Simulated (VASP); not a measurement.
# HfS2 (P-3m1) in VASP: single point with PBEsol

Aim: the single point of HfS2 with PBEsol.

All numbers are computed with VASP 6.6.1; they aren't measurements. Logs are shortened: lines on timing, memory, paths and dates and some standing lists are left out, and cuts for length are marked.

## (1) The cell of the first run

The structure is trigonal, space group P-3m1 (No. 164). Conventional cell: a = 3.594 Å, b = 3.594 Å, c = 5.932 Å, α = 90.00°, β = 90.00°, γ = 120.00°. Within 3.3 Å of Hf (site symmetry -3m) lie 6 S at 2.53 Å. S (site symmetry 3m) has 3 Hf at 2.53 Å within 3.3 Å.

## (2) Single point, PBEsol

INCAR

```
PREC     = Accurate       # precision mode
ENCUT    = 500            # plane-wave cutoff, eV
EDIFF    = 1E-6           # SCF threshold, eV
ISMEAR   = 0              # smearing method
SIGMA    = 0.02           # smearing width, eV
LREAL    = F              # projectors in reciprocal space
LASPH    = T              # aspherical terms in the spheres
NELM     = 120            # most SCF steps
ALGO     = Normal         # electronic algorithm
ISIF     = 2              # what is computed and relaxed
LWAVE    = F              # write WAVECAR
LCHARG   = F              # write CHGCAR
GGA      = PS             # functional
NBANDS   = 56             # bands
GGA_COMPAT= F
```

KPOINTS

```
regular mesh
0
Gamma
  6 6 6
```

POSCAR

```
HfS2
1.0
    0.0000000000      0.0000000000     -5.9322072272
   -3.5937429762      6.2245454242      0.0000000000
    7.1874859524     -0.0000000001      0.0000000000
Hf S
4 8
Direct
    0.0000000000      0.5000000000      0.5000000000
    0.0000000000      0.0000000000      0.5000000000
    0.0000000000      0.5000000000      0.0000000000
    0.0000000000      0.0000000000      0.0000000000
    0.2441100835      0.1666666667      0.3333333333
    0.2441100835      0.6666666667      0.3333333333
    0.2441100835      0.1666666667      0.8333333333
    0.2441100835      0.6666666667      0.8333333333
    0.7558899165      0.3333333333      0.1666666667
    0.7558899165      0.8333333333      0.1666666667
    0.7558899165      0.3333333333      0.6666666667
    0.7558899165      0.8333333333      0.6666666667
```

Potentials or basis: VASP PAW PBE potentials, release 64 (Hf_pv, S).

Started as:

```bash
cat potpaw_PBE.64/Hf_pv/POTCAR potpaw_PBE.64/S/POTCAR > POTCAR
mpirun -np 1 vasp_std > vasp.out
```

OUTCAR:

```text
PREC = Accurate
   ENCUT = 500
   EDIFF = 1E-6
   ISMEAR = 0
   LREAL = F
   LASPH = T
   NELM = 120
   ISIF = 2
   GGA = PS

 ion  position               nearest neighbor table
   1  0.000  0.500  0.500-   8 2.53   9 2.53   5 2.53  12 2.53  11 2.53   6 2.53   4 3.59   4 3.59
                             3 3.59   3 3.59   2 3.59   2 3.59
   2  0.000  0.000  0.500-   7 2.53  10 2.53   6 2.53  11 2.53   5 2.53  12 2.53   3 3.59   3 3.59
                             4 3.59   4 3.59   1 3.59   1 3.59
   3  0.000  0.500  0.000-   6 2.53  11 2.53  10 2.53   7 2.53   8 2.53   9 2.53   2 3.59   2 3.59
                             1 3.59   1 3.59   4 3.59   4 3.59
   4  0.000  0.000  0.000-   5 2.53  12 2.53   9 2.53   8 2.53  10 2.53   7 2.53   1 3.59   1 3.59
                             2 3.59   2 3.59   3 3.59   3 3.59
   5  0.244  0.167  0.333-   4 2.53   1 2.53   2 2.53
   6  0.244  0.667  0.333-   3 2.53   2 2.53   1 2.53
   7  0.244  0.167  0.833-   2 2.53   3 2.53   4 2.53
   8  0.244  0.667  0.833-   1 2.53   4 2.53   3 2.53
   9  0.756  0.333  0.167-   1 2.53   4 2.53   3 2.53
  10  0.756  0.833  0.167-   2 2.53   3 2.53   4 2.53
  11  0.756  0.333  0.667-   3 2.53   2 2.53   1 2.53
  12  0.756  0.833  0.667-   4 2.53   1 2.53   2 2.53
[... 7 lines left out ...]
 A1 = (  -3.5937429762,   6.2245454242,   0.0000000000)
 A2 = (   7.1874859524,  -0.0000000001,   0.0000000000)
 A3 = (   0.0000000000,   0.0000000000,  -5.9322072272)

Analysis of symmetry for initial positions (statically):
=====================================================================
 Subroutine PRICEL returns following result:

  LATTYP: Found a hexagonal cell.
 ALAT       =     3.5937429762
 C/A-ratio  =     1.6507043677

  Lattice vectors:

 A1 = (  -1.7968714881,   3.1122727121,   0.0000000000)
 A2 = (   3.5937429762,  -0.0000000000,   0.0000000000)
 A3 = (   0.0000000000,   0.0000000000,  -5.9322072272)

   4 primitive cells build up your supercell.

 Routine SETGRP: Setting up the symmetry group for a
 hexagonal supercell.

 Subroutine GETGRP returns: Found 12 space group operations
 (whereof 12 operations were pure point group operations)
 out of a pool of 24 trial point group operations.

The static configuration has the point symmetry D_3d.

Analysis of symmetry for dynamics (positions and initial velocities):
=====================================================================
 Subroutine PRICEL returns following result:

  LATTYP: Found a hexagonal cell.
[... 132 lines left out ...]
   NUPDOWN=      -1.0000    fix difference up-down
   EMIN   =  10.00;   EMAX   =-10.00  energy-range for DOS
   EFERMI =   0.00;   METHOD = LEGACY
   ISMEAR =     0;   SIGMA  =   0.02  broadening in eV -4-tet -1-fermi 0-gaus
   EFERMI_NEDOS =   21; number of points for ismear=-14 and -15
   IALGO  =     38    algorithm
   IMIX   =      4    mixing-type and parameters
     AMIX     =   0.40;   BMIX     =  1.00
     AMIX_MAG =   1.60;   BMIX_MAG =  1.00
  volume/ion in A,a.u.               =      22.12       149.25
  Fermi-wavevector in a.u.,A,eV,Ry     =   1.133101  2.141251 17.468772  1.283919
  Thomas-Fermi vector in A             =   2.269804
   LORBIT       =      0    0 simple, 1 ext, 2 COOP (PROOUT), +10 PAW based schemes
   GGA     = PS    functional components
   LHFCALC =     F    Hartree Fock is set to
   AEXX    =    0.0000 exact exchange contribution
   IVDW    =     0    specifies the selected vdW correction
   LEPSILON=     F    determine dielectric tensor
   LRPA    =     F    only Hartree local field effects (RPA)
 non-spin polarized calculation
 Gauss-broadening in eV      SIGMA  =   0.02
  energy-cutoff  :      500.00
  volume of cell :      265.40
 maximum number of plane-waves:      6752
 NGX is ok and might be reduce to    48
   NGX = 21   NGY = 27   NGZ = 27

 number of electron      88.0000009 magnetization

 Free energy of the ion-electron system (eV)
  ---------------------------------------------------
  ext. energy  EPLUGINS =         0.00000000
  ---------------------------------------------------
  free energy    TOTEN  =       -96.26384171 eV

  energy without entropy =      -96.26384171  energy(sigma->0) =      -96.26384171

 E-fermi :   3.4078     XC(G=0):  -9.8645

 val. band max:        3.2520774897   @ k =   0.0000   0.1667  -0.0000
 cond. band min:       4.2007774049   @ k =   0.5000   0.0000   0.0000
 fundamental gap:      0.9486999152
 Fermi energy:         3.4077782892

 k-point     1 :       0.0000    0.0000    0.0000
  band No.  band energies     occupation
      1     -27.4575      2.00000
      2     -27.4575      2.00000
      3     -27.4575      2.00000
      4     -27.3589      2.00000
      5     -27.3149      2.00000
      6     -27.3149      2.00000
[... 1405 lines left out ...]
     55       7.4082      0.00000
     56       7.4082      0.00000

 [... further k-points ...]

------------------------ aborting loop because EDIFF is reached ----------------------------------------

  FORCE on cell =-STRESS in cart. coord.  units (eV):
  Direction    XX          YY          ZZ          XY          YZ          ZX
  --------------------------------------------------------------------------------------
  -------------------------------------------------------------------------------------
  Total       -0.8470838     -0.8470838     -0.5116304      0.0000000      0.0000000     -0.0000000
  in kB       -5.1137090     -5.1137090     -3.0886307      0.0000000      0.0000000     -0.0000000
  external PRESSURE =      -4.4386829 kB  Pullay stress =       0.0000000 kB

 VOLUME and BASIS-vectors are now :
 -----------------------------------------------------------------------------
  energy-cutoff  :      500.00
  volume of cell :      265.40
      direct lattice vectors                 reciprocal lattice vectors
     0.000000000  0.000000000 -5.932207227     0.000000000  0.000000000 -0.168571320
    -3.593742976  6.224545424  0.000000000     0.000000000  0.160654302  0.000000000
     7.187485952 -0.000000000  0.000000000     0.139130707  0.080327151  0.000000000

 POSITION                                       TOTAL-FORCE (eV/Angst)
 -----------------------------------------------------------------------------------
      1.79687      3.11227      0.00000        -0.000000     -0.000000     -0.000000
      3.59374     -0.00000      0.00000        -0.000000     -0.000000     -0.000000
     -1.79687      3.11227      0.00000        -0.000000     -0.000000     -0.000000
      0.00000      0.00000      0.00000        -0.000000     -0.000000     -0.000000
      1.79687      1.03742     -1.44811         0.000000      0.000000      0.045015
     -0.00000      4.14970     -1.44811         0.000000      0.000000      0.045015
      5.39061      1.03742     -1.44811         0.000000      0.000000      0.045015
      3.59374      4.14970     -1.44811         0.000000      0.000000      0.045015
      0.00000      2.07485     -4.48410        -0.000000     -0.000000     -0.045015
     -1.79687      5.18712     -4.48410        -0.000000     -0.000000     -0.045015
      3.59374      2.07485     -4.48410        -0.000000     -0.000000     -0.045015
      1.79687      5.18712     -4.48410        -0.000000     -0.000000     -0.045015
 -----------------------------------------------------------------------------------
    total drift:                                0.000000     -0.000000      0.000000

  FREE ENERGIE OF THE ION-ELECTRON SYSTEM (eV)
  ---------------------------------------------------
  free  energy   TOTEN  =       -96.2638417124 eV

  energy  without entropy=      -96.2638417124  energy(sigma->0) =      -96.26384171
```

OSZICAR:

```text
N       E                     dE             d eps       ncg     rms          rms(c)
DAV:   1     0.500617026880E+03    0.50062E+03   -0.42082E+04  3944   0.137E+03
DAV:   2    -0.584303793123E+02   -0.55905E+03   -0.54022E+03  4672   0.323E+02
DAV:   3    -0.101659575339E+03   -0.43229E+02   -0.42715E+02  4616   0.721E+01
DAV:   4    -0.102745088859E+03   -0.10855E+01   -0.10811E+01  4640   0.133E+01
DAV:   5    -0.102775571761E+03   -0.30483E-01   -0.30458E-01  4672   0.215E+00    0.104E+02
DAV:   6    -0.967024537425E+02    0.60731E+01   -0.17460E+01  4344   0.120E+01    0.717E+01
DAV:   7    -0.964838785277E+02    0.21858E+00   -0.70057E+00  4728   0.913E+00    0.834E+00
DAV:   8    -0.962794113638E+02    0.20447E+00   -0.11291E+00  4216   0.379E+00    0.448E+00
DAV:   9    -0.962658527294E+02    0.13559E-01   -0.18609E-01  4832   0.138E+00    0.205E+00
DAV:  10    -0.962641510631E+02    0.17017E-02   -0.21867E-02  4360   0.452E-01    0.108E+00
DAV:  11    -0.962640375977E+02    0.11347E-03   -0.77744E-03  4416   0.271E-01    0.481E-01
DAV:  12    -0.962638670917E+02    0.17051E-03   -0.58351E-04  4296   0.904E-02    0.312E-01
DAV:  13    -0.962638382260E+02    0.28866E-04   -0.28889E-04  4432   0.479E-02    0.530E-02
DAV:  14    -0.962638413509E+02   -0.31249E-05   -0.15667E-05  4784   0.150E-02    0.128E-02
DAV:  15    -0.962638417124E+02   -0.36148E-06   -0.16332E-06  3096   0.466E-03
   1 F= -.96263842E+02 E0= -.96263842E+02  d E =-.149617E-29
```

Wall time 10 min (1 thread of AMD EPYC 7R13 (Zen 3), shared host); peak memory 0.56 GiB.

Results:

| Quantity | Value |
| --- | --- |
| Free energy | -96.2638 eV |
| Pressure | -0.4 GPa |
| Largest force | 0.045 eV/Å |
| Band gap on the k mesh | 0.95 eV |

Forces in eV/Å, atoms in the order of the input:
```
Hf   0.000  0.000  0.000
Hf   0.000  0.000  0.000
Hf   0.000  0.000  0.000
Hf   0.000  0.000  0.000
S    0.000  0.000  0.045
S    0.000  0.000  0.045
S    0.000  0.000  0.045
S    0.000  0.000  0.045
S    0.000  0.000 -0.045
S    0.000  0.000 -0.045
S    0.000  0.000 -0.045
S    0.000  0.000 -0.045
```

Caveat: the PAW data sets were made with another functional, which shifts forces and pressure a little; spin-orbit coupling is left out, which moves the levels of the heavy elements; this functional lacks dispersion, which binds layers or chains, so the pressure and a relaxed spacing across them are unreliable. A k mesh can miss the band edges.
